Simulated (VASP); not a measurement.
Wanted: the native input for a VASP 6.6.1 run.

| Quantity | Value |
| --- | --- |
| Task | relaxation of cell and atoms |
| Functional | LDA |
| Potentials or basis | VASP PAW LDA potentials, release 64 (Rh_pv) |
| Cutoff | 600 eV |
| k mesh | 18 × 18 × 10 |
| Occupations | gaussian, width 0.1 eV |
| Spin | no spin polarisation |
| Dipole correction | no |
| Further INCAR settings | ALGO = Fast; EDIFF = 1e-06; IBRION = 2; EDIFFG = -0.005; NSW = 100; ISIF = 3 |

The structure of Rh lies in POSCAR:

```
Rh
1.0
    2.6646412819      0.0000000000      0.0000000000
   -1.3323206409      2.3076470421      0.0000000000
    0.0000000000      0.0000000000      4.3097464236
Rh
2
Direct
    0.6666666667      0.3333333333      0.7500000000
    0.3333333333      0.6666666667      0.2500000000
```

This isn't the form of Rh at room conditions, which is fcc.

These files were run (other wordings do the same):

INCAR

```
PREC = Accurate
ENCUT = 600
EDIFF = 1E-6
ISMEAR = 0
SIGMA = 0.1
LREAL = F
LASPH = T
NELM = 60
ALGO = Fast
ISIF = 3
LWAVE = F
LCHARG = F
IBRION = 2
NSW = 100
EDIFFG = -0.005
```

KPOINTS

```
Automatic mesh
0
Gamma
  18 18 10
```

Potentials or basis: VASP PAW LDA potentials, release 64 (Rh_pv).

Launch:

```console
$ cat potpaw_LDA.64/Rh_pv/POTCAR > POTCAR
$ mpirun -np 1 vasp_std > vasp.out
```

Results of the run:

```yaml
Relaxed_volume: 13.30 Å³/atom
Relaxed_cell: a = 2.672 Å, b = 2.672 Å, c = 4.303 Å, α = 90.00°, β = 90.00°, γ = 120.00°
Space_group_after_relaxing_to_0.1_Å: P6_3/mmc (No. 194)
Energy_gained_by_relaxing: 0.4 meV/atom
Ionic_steps: 6
Pressure_after_relaxing: 0.0 GPa
Band_gap_on_the_k_mesh: zero (bands 15 and 16 overlap by 2.58 eV)
```

Wall time 2.5 min on 1 thread of Intel(R) Xeon(R) 6975P-C (Granite Rapids), with other jobs on the host, peak memory 0.23 GiB.
